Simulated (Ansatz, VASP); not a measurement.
**One calculation of Ni, two programs**

INCAR

```
PREC     = Accurate       # precision mode
ENCUT    = 590            # plane-wave cutoff, eV
EDIFF    = 1E-6           # SCF threshold, eV
ISMEAR   = -1             # smearing method
SIGMA    = 0.05           # smearing width, eV
LREAL    = F              # projectors in reciprocal space
LASPH    = T              # aspherical terms in the spheres
NELM     = 200            # most SCF steps
ALGO     = Normal         # electronic algorithm
ISIF     = 2              # what is computed and relaxed
LWAVE    = F              # write WAVECAR
LCHARG   = F              # write CHGCAR
ISPIN    = 2              # spin polarisation
MAGMOM   = 0.8            # initial moments
LORBIT   = 11             # projections on sites
NUPDOWN  = 0.8            # fixed moment
LMAXMIX  = 4              # l up to which the mixer works
GGA      = PS             # functional
NBANDS   = 19             # bands
GGA_COMPAT= F
```

The input KPOINTS:

```
regular mesh
0
Gamma
  11 11 11
```

POSCAR

```
Ni
1.0
    0.0000000000      1.7375729330      1.7375729330
    1.7375729330      0.0000000000      1.7375729330
    1.7375729330      1.7375729330      0.0000000000
Ni
1
Direct
    0.0000000000      0.0000000000      0.0000000000
```

The input input.yaml:

```yaml
crystal:
  lattice:
    - [0.0, 1.737572933, 1.737572933]
    - [1.737572933, 0.0, 1.737572933]
    - [1.737572933, 1.737572933, 0.0]
  atoms:
    - { symbol: Ni, position: [0.0, 0.0, 0.0], spin: 0.8 }
hamiltonian:
  xc: pbesol
  pseudopotentials: { kind: paw }
magnetization:
  spin_polarized: true
  initial_magnetization: 0.8
  spin_locking: { lock_magnetization: hard }
kpoints:
  mp_grid: { grid: [11, 11, 11] }
scf:
  occupations: { method: fermi_dirac, width: 0.05 }
  lower_state_search: "off"
output:
  forces: true
  stress: true
  eigenvalues: true
```

Alike in both runs: task single point; functional PBEsol; k mesh 11 × 11 × 11; occupations fermi-dirac, width 0.05 eV; collinear spin; fixed moment 0.8 μB.

```csv
,VASP,Ansatz
version,VASP 6.6.1,Ansatz 0.2.0
potentials or method,"VASP PAW PBE potentials, release 64 (Ni_sv_GW)",Ansatz PAW
plane-wave cutoff (eV),590,420
valence electrons in the cell,18,18
```

```csv
,VASP,Ansatz,Ansatz less VASP
pressure (GPa),-4.8,-0.8,+4.05
net moment per atom (μB),0.80,0.80,0.000
size of the moment on the site where the two differ most (μB),0.83,0.83,-0.002
```

VASP's potentials were made for PBE, not for PBEsol. Site moments also hang on the region over which each program counts them. The functional is the same, so the differences come from potentials, cutoffs and numerics.
